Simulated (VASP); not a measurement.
# TiO2 (I4_1/amd) in VASP: further runs

Runs on TiO2. Level: PBE+U. Tasks: single point.

All numbers are computed with VASP 6.6.1; they aren't measurements. Logs are shortened: lines on timing, memory, paths and dates and some standing lists are left out, and cuts for length are marked.

### Step 1. The cell of the first run

The structure is tetragonal, space group I4_1/amd (No. 141). Conventional cell: a = 3.906 Å, b = 3.906 Å, c = 9.340 Å, α = 90.00°, β = 90.00°, γ = 90.00°. Within 2.6 Å of Ti (site symmetry -4m2) lie 6 O at 1.96 to 1.99 Å. Within 2.6 Å of O (site symmetry 2mm) lie 3 Ti at 1.96 to 1.99 Å and 2 O at 2.52 Å.

### Step 2. Single point, PBE+U

File INCAR:

```
PREC = Accurate ; ENCUT = 520
EDIFF = 1E-6 ; ISMEAR = 0
SIGMA = 0.05 ; LREAL = False
LASPH = True ; NELM = 150
ALGO = Normal ; ISIF = 2
LWAVE = False ; LCHARG = False
LMAXMIX = 4 ; LDAU = True
LDAUTYPE = 2 ; LDAUL = 2 -1
LDAUU = 4 0 ; LDAUJ = 0 0
LDAUPRINT = 1 ; GGA = PE
NBANDS = 33
```

File KPOINTS:

```
Automatic mesh
0
Gamma
  8 8 8
```

File POSCAR:

```
TiO2
1.0
   -1.9530452893      1.9530452893      4.6701218957
    1.9530452893     -1.9530452893      4.6701218957
    1.9530452893      1.9530452893     -4.6701218957
Ti O
2 4
Direct
    0.0000000000      0.0000000000      0.0000000000
    0.7500000000      0.2500000000      0.5000000000
    0.2103403591      0.2103403591      0.0000000000
    0.9603403591      0.4603403591      0.5000000000
    0.5396596409      0.0396596409      0.5000000000
    0.7896596409      0.7896596409      0.0000000000
```

Potentials or basis: VASP PAW PBE potentials, release 64 (Ti_sv, O).

On the command line:

```console
$ cat potpaw_PBE.64/Ti_sv/POTCAR potpaw_PBE.64/O/POTCAR > POTCAR
$ mpirun -np 1 vasp_std > vasp.out
```

OUTCAR:

```text
PREC = Accurate
   ENCUT = 520
   EDIFF = 1E-6
   ISMEAR = 0
   LREAL = False
   LASPH = True
   NELM = 150
   ISIF = 2
   GGA = PE

 ion  position               nearest neighbor table
   1  0.000  0.000  0.000-   3 1.96   6 1.96   4 1.99   5 1.99   5 1.99   4 1.99
   2  0.750  0.250  0.500-   4 1.96   5 1.96   6 1.99   3 1.99   6 1.99   3 1.99
   3  0.210  0.210  0.000-   1 1.96   2 1.99   2 1.99
   4  0.960  0.460  0.500-   2 1.96   1 1.99   1 1.99
   5  0.540  0.040  0.500-   2 1.96   1 1.99   1 1.99
   6  0.790  0.790  0.000-   1 1.96   2 1.99   2 1.99

  LATTYP: Found a body centered tetragonal cell.
 ALAT       =     3.9060905786
 C/A-ratio  =     2.3912000000

  Lattice vectors:

 A1 = (  -1.9530452893,   1.9530452893,   4.6701218957)
 A2 = (   1.9530452893,  -1.9530452893,   4.6701218957)
 A3 = (   1.9530452893,   1.9530452893,  -4.6701218957)

Analysis of symmetry for initial positions (statically):
=====================================================================
 Subroutine PRICEL returns:
 Original cell was already a primitive cell.

 Routine SETGRP: Setting up the symmetry group for a
 body centered tetragonal supercell.

 Subroutine GETGRP returns: Found 16 space group operations
 (whereof  8 operations were pure point group operations)
 out of a pool of 16 trial point group operations.

The static configuration has the point symmetry D_2d.
 The point group associated with its full space group is D_4h.

Analysis of symmetry for dynamics (positions and initial velocities):
=====================================================================
 Subroutine PRICEL returns:
 Original cell was already a primitive cell.

 Routine SETGRP: Setting up the symmetry group for a
 body centered tetragonal supercell.

 Subroutine GETGRP returns: Found 16 space group operations
 (whereof  8 operations were pure point group operations)
 out of a pool of 16 trial point group operations.

The dynamic configuration has the point symmetry D_2d.
 The point group associated with its full space group is D_4h.

 Subroutine INISYM returns: Found 16 space group operations
 (whereof  8 operations are pure point group operations),
 and found     1 'primitive' translations

----------------------------------------------------------------------------------------

                                     Primitive cell

  volume of cell :      71.2546

  direct lattice vectors                    reciprocal lattice vectors
    -1.953045289  1.953045289  4.670121896     0.000000000  0.256010448  0.107063587
     1.953045289 -1.953045289  4.670121896     0.256010448  0.000000000  0.107063587
     1.953045289  1.953045289 -4.670121896     0.256010448  0.256010448  0.000000000

  length of vectors
     5.425754355  5.425754355  5.425754355     0.277495876  0.277495876  0.362053448

  position of ions in fractional coordinates (direct lattice)
     0.000000000  0.000000000  0.000000000
     0.750000000  0.250000000  0.500000000
     0.210340359  0.210340359  0.000000000
     0.960340359  0.460340359  0.500000000
     0.539659641  0.039659641  0.500000000
     0.789659641  0.789659641  0.000000000

  ion indices of the primitive-cell ions
   primitive index   ion index
                 1           1
                 2           2
                 3           3
                 4           4
                 5           5
                 6           6

----------------------------------------------------------------------------------------

[... 102 lines left out ...]
   LEPSILON=     F    determine dielectric tensor
   LRPA    =     F    only Hartree local field effects (RPA)
 non-spin polarized calculation
 Gauss-broadening in eV      SIGMA  =   0.05
  energy-cutoff  :      520.00
  volume of cell :       71.25
 maximum number of plane-waves:      1936
   NGX = 21   NGY = 21   NGZ = 21

atom =   1  type =  1  l = 2

 onsite density matrix

spin component  1

  0.0972  0.0000  0.0000 -0.0000 -0.0000
  0.0000  0.0995 -0.0000  0.0000  0.0000
  0.0000 -0.0000  0.2629  0.0000 -0.0000
 -0.0000  0.0000  0.0000  0.0995  0.0000
 -0.0000  0.0000 -0.0000  0.0000  0.2311

spin component  2

  0.0972  0.0000  0.0000 -0.0000 -0.0000
  0.0000  0.0995 -0.0000  0.0000  0.0000
  0.0000 -0.0000  0.2629  0.0000 -0.0000
 -0.0000  0.0000  0.0000  0.0995  0.0000
 -0.0000  0.0000 -0.0000  0.0000  0.2311

 occupancies and eigenvectors

  o =  0.0972  v =  1.0000  0.0000  0.0000  0.0000  0.0000  0.0000  0.0000  0.0000  0.0000  0.0000      0.0000  0.0000  0.0000  0.0000  0.0000  0.0000  0.0000  0.0000  0.0000  0.0000
  o =  0.0972  v =  0.0000  0.0000  0.0000  0.0000  0.0000  1.0000  0.0000  0.0000  0.0000  0.0000      0.0000  0.0000  0.0000  0.0000  0.0000  0.0000  0.0000  0.0000  0.0000  0.0000
  o =  0.0995  v =  0.0000  0.0000  0.0000 -1.0000 -0.0000  0.0000  0.0000  0.0000  0.0000  0.0000      0.0000  0.0000  0.0000  0.0000  0.0000  0.0000  0.0000  0.0000  0.0000  0.0000
  o =  0.0995  v =  0.0000 -1.0000 -0.0000 -0.0000 -0.0000  0.0000  0.0000  0.0000  0.0000  0.0000      0.0000  0.0000  0.0000  0.0000  0.0000  0.0000  0.0000  0.0000  0.0000  0.0000
  o =  0.0995  v =  0.0000  0.0000  0.0000  0.0000  0.0000  0.0000 -1.0000 -0.0000 -0.0000 -0.0000      0.0000  0.0000  0.0000  0.0000  0.0000  0.0000  0.0000  0.0000  0.0000  0.0000
  o =  0.0995  v =  0.0000  0.0000  0.0000  0.0000  0.0000  0.0000  0.0000  0.0000 -1.0000 -0.0000      0.0000  0.0000  0.0000  0.0000  0.0000  0.0000  0.0000  0.0000  0.0000  0.0000
  o =  0.2311  v =  0.0000  0.0000  0.0000  0.0000  0.0000  0.0000 -0.0000 -0.0000 -0.0000  1.0000      0.0000  0.0000  0.0000  0.0000  0.0000  0.0000  0.0000  0.0000  0.0000  0.0000
  o =  0.2311  v =  0.0000 -0.0000 -0.0000 -0.0000  1.0000  0.0000  0.0000  0.0000  0.0000  0.0000      0.0000  0.0000  0.0000  0.0000  0.0000  0.0000  0.0000  0.0000  0.0000  0.0000
  o =  0.2629  v =  0.0000 -0.0000  1.0000  0.0000  0.0000  0.0000  0.0000  0.0000  0.0000  0.0000      0.0000  0.0000  0.0000  0.0000  0.0000  0.0000  0.0000  0.0000  0.0000  0.0000
  o =  0.2629  v =  0.0000  0.0000  0.0000  0.0000  0.0000  0.0000 -0.0000  1.0000  0.0000  0.0000      0.0000  0.0000  0.0000  0.0000  0.0000  0.0000  0.0000  0.0000  0.0000  0.0000

atom =   2  type =  1  l = 2

 onsite density matrix

spin component  1

  0.0972 -0.0000 -0.0000 -0.0000 -0.0000
 -0.0000  0.0995 -0.0000 -0.0000  0.0000
 -0.0000 -0.0000  0.2629  0.0000 -0.0000
 -0.0000 -0.0000  0.0000  0.0995  0.0000
 -0.0000  0.0000 -0.0000  0.0000  0.2311

spin component  2

  0.0972 -0.0000 -0.0000 -0.0000 -0.0000
 -0.0000  0.0995 -0.0000 -0.0000  0.0000
 -0.0000 -0.0000  0.2629  0.0000 -0.0000
 -0.0000 -0.0000  0.0000  0.0995  0.0000
 -0.0000  0.0000 -0.0000  0.0000  0.2311

 occupancies and eigenvectors

  o =  0.0972  v =  1.0000  0.0000  0.0000  0.0000  0.0000  0.0000  0.0000  0.0000  0.0000  0.0000      0.0000  0.0000  0.0000  0.0000  0.0000  0.0000  0.0000  0.0000  0.0000  0.0000
  o =  0.0972  v =  0.0000  0.0000  0.0000  0.0000  0.0000  1.0000  0.0000  0.0000  0.0000  0.0000      0.0000  0.0000  0.0000  0.0000  0.0000  0.0000  0.0000  0.0000  0.0000  0.0000
  o =  0.0995  v =  0.0000 -0.8129  0.0000  0.5824  0.0000  0.0000  0.0000  0.0000  0.0000  0.0000      0.0000  0.0000  0.0000  0.0000  0.0000  0.0000  0.0000  0.0000  0.0000  0.0000
  o =  0.0995  v =  0.0000  0.0000  0.0000  0.0000  0.0000  0.0000 -0.8129  0.0000  0.5824  0.0000      0.0000  0.0000  0.0000  0.0000  0.0000  0.0000  0.0000  0.0000  0.0000  0.0000
  o =  0.0995  v =  0.0000 -0.5824  0.0000 -0.8129  0.0000  0.0000  0.0000  0.0000  0.0000  0.0000      0.0000  0.0000  0.0000  0.0000  0.0000  0.0000  0.0000  0.0000  0.0000  0.0000
  o =  0.0995  v =  0.0000  0.0000  0.0000  0.0000  0.0000  0.0000 -0.5824  0.0000 -0.8129  0.0000      0.0000  0.0000  0.0000  0.0000  0.0000  0.0000  0.0000  0.0000  0.0000  0.0000
  o =  0.2311  v =  0.0000 -0.0000  0.0000  0.0000 -1.0000  0.0000  0.0000  0.0000  0.0000  0.0000      0.0000  0.0000  0.0000  0.0000  0.0000  0.0000  0.0000  0.0000  0.0000  0.0000
  o =  0.2311  v =  0.0000  0.0000  0.0000  0.0000  0.0000  0.0000 -0.0000  0.0000  0.0000 -1.0000      0.0000  0.0000  0.0000  0.0000  0.0000  0.0000  0.0000  0.0000  0.0000  0.0000
  o =  0.2629  v =  0.0000 -0.0000 -1.0000  0.0000 -0.0000  0.0000  0.0000  0.0000  0.0000  0.0000      0.0000  0.0000  0.0000  0.0000  0.0000  0.0000  0.0000  0.0000  0.0000  0.0000
  o =  0.2629  v =  0.0000  0.0000  0.0000  0.0000  0.0000  0.0000 -0.0000 -1.0000  0.0000 -0.0000      0.0000  0.0000  0.0000  0.0000  0.0000  0.0000  0.0000  0.0000  0.0000  0.0000

 number of electron      47.9999997 magnetization

 Free energy of the ion-electron system (eV)
  ---------------------------------------------------
  ext. energy  EPLUGINS =         0.00000000
  ---------------------------------------------------
  free energy    TOTEN  =       -48.45980084 eV

  energy without entropy =      -48.45980084  energy(sigma->0) =      -48.45980084

 E-fermi :   3.5259     XC(G=0): -10.5320

 val. band max:        3.1844912575   @ k =   0.5000   0.5000  -0.0000
 cond. band min:       5.6869921123   @ k =   0.0000   0.0000   0.0000
 fundamental gap:      2.5025008548
 Fermi energy:         3.5259138533

 k-point     1 :       0.0000    0.0000    0.0000
  band No.  band energies     occupation
      1     -54.3916      2.00000
      2     -54.3373      2.00000
      3     -30.7396      2.00000
      4     -30.5530      2.00000
      5     -30.5530      2.00000
      6     -30.4835      2.00000
[... 853 lines left out ...]
     32       9.6903      0.00000
     33       9.9258      0.00000

 [... further k-points ...]
[... 5 lines left out ...]
  --------------------------------------------------------------------------------------
  -------------------------------------------------------------------------------------
  Total       -0.2786495     -0.2786495      3.8548567      0.0000000      0.0000000      0.0000000
  in kB       -6.2655032     -6.2655032     86.6774216      0.0000000      0.0000000      0.0000000
  external PRESSURE =      24.7154717 kB  Pullay stress =       0.0000000 kB

 VOLUME and BASIS-vectors are now :
 -----------------------------------------------------------------------------
  energy-cutoff  :      520.00
  volume of cell :       71.25
      direct lattice vectors                 reciprocal lattice vectors
    -1.953045289  1.953045289  4.670121896     0.000000000  0.256010448  0.107063587
     1.953045289 -1.953045289  4.670121896     0.256010448  0.000000000  0.107063587
     1.953045289  1.953045289 -4.670121896     0.256010448  0.256010448  0.000000000

 POSITION                                       TOTAL-FORCE (eV/Angst)
 -----------------------------------------------------------------------------------
      0.00000      0.00000      0.00000         0.000000      0.000000     -0.000000
      0.00000      1.95305      2.33506         0.000000      0.000000     -0.000000
      0.00000      0.00000      1.96463         0.000000     -0.000000      0.277422
      0.00000      1.95305      4.29969        -0.000000      0.000000      0.277422
      0.00000      1.95305      0.37043        -0.000000      0.000000     -0.277422
      0.00000      0.00000      7.37561         0.000000     -0.000000     -0.277422
 -----------------------------------------------------------------------------------
    total drift:                                0.000000     -0.000000     -0.000000

  FREE ENERGIE OF THE ION-ELECTRON SYSTEM (eV)
  ---------------------------------------------------
  free  energy   TOTEN  =       -48.4598008427 eV

  energy  without entropy=      -48.4598008427  energy(sigma->0) =      -48.45980084
```

Run time: 3 min. Hardware: 1 thread of AMD EPYC 9R14 (Zen 4), shared host; peak memory 0.26 GiB.

Results:

```
Free energy            : -48.4598 eV
Pressure               : 2.5 GPa
Largest force          : 0.277 eV/Å
Band gap on the k mesh : 2.50 eV (least direct gap 2.88 eV)
```

Forces on the atoms (eV/Å):
```
Ti   0.000  0.000  0.000
Ti   0.000  0.000  0.000
O    0.000  0.000  0.277
O    0.000  0.000  0.277
O    0.000  0.000 -0.277
O    0.000  0.000 -0.277
```

Eigenvalues of the final occupation matrices:
| site | spin | trace | eigenvalues |
| --- | --- | --- | --- |
| site 1 d | 1 | 0.79 | 0.10 0.10 0.10 0.23 0.26 |
| site 1 d | 2 | 0.79 | 0.10 0.10 0.10 0.23 0.26 |
| site 2 d | 1 | 0.79 | 0.10 0.10 0.10 0.23 0.26 |
| site 2 d | 2 | 0.79 | 0.10 0.10 0.10 0.23 0.26 |

(Part 1 of 3 ends here.)
